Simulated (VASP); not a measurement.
Write the native input for VASP 6.6.1 that does the following.

```yaml
Task: single point
Functional: PBEsol
Potentials_or_basis: VASP PAW PBE potentials, release 64 (Ca_sv)
Cutoff: 520 eV
k_mesh: 14 × 14 × 14
Occupations: gaussian, width 0.15 eV
Spin: no spin polarisation
Dipole_correction: no
Further_INCAR_settings: ALGO = Normal; EDIFF = 1e-06; NBANDS = 11
```

The structure of Ca lies in POSCAR:

```
Ca
1.0
    0.0000000000      2.7942000000      2.7942000000
    2.7522870000      0.0000000000      2.7942000000
    2.7522870000      2.7942000000      0.0000000000
Ca
1
Direct
    0.0000000000      0.0000000000      0.0000000000
```

This cell differs from its parent crystal: strain -0.0150 x Voigt [1, 0, 0, 0, 0, 0].

The input as run:

INCAR

```
SYSTEM = Ca
PREC = Accurate
ENCUT = 520
EDIFF = 1E-6
ISMEAR = 0
SIGMA = 0.15
LREAL = .False.
LASPH = .True.
NELM = 80
ALGO = Normal
ISIF = 2
LWAVE = .False.
LCHARG = .True.
GGA = PS
LELF = .True.
LVHAR = .True.
NBANDS = 11
```

KPOINTS

```
regular mesh
0
Gamma
  14 14 14
  0 0 0
```

Potentials or basis: VASP PAW PBE potentials, release 64 (Ca_sv).

The run is started by

```bash
$ cat potpaw_PBE.64/Ca_sv/POTCAR > POTCAR
$ mpirun -np 1 vasp_std > vasp.out
```

Results of the run:

```yaml
Pressure: -0.9 GPa
Band_gap_on_the_k_mesh: zero (bands 5 and 6 overlap by 0.34 eV)
```

Caveat: the cell differs from its parent crystal (strain -0.0150 x Voigt [1, 0, 0, 0, 0, 0]); the PAW data sets were made with another functional, which shifts forces and pressure a little.

Wall time 38 s on 1 thread of Intel(R) Xeon(R) 6975P-C (Granite Rapids), with other jobs on the host, peak memory 0.25 GiB.
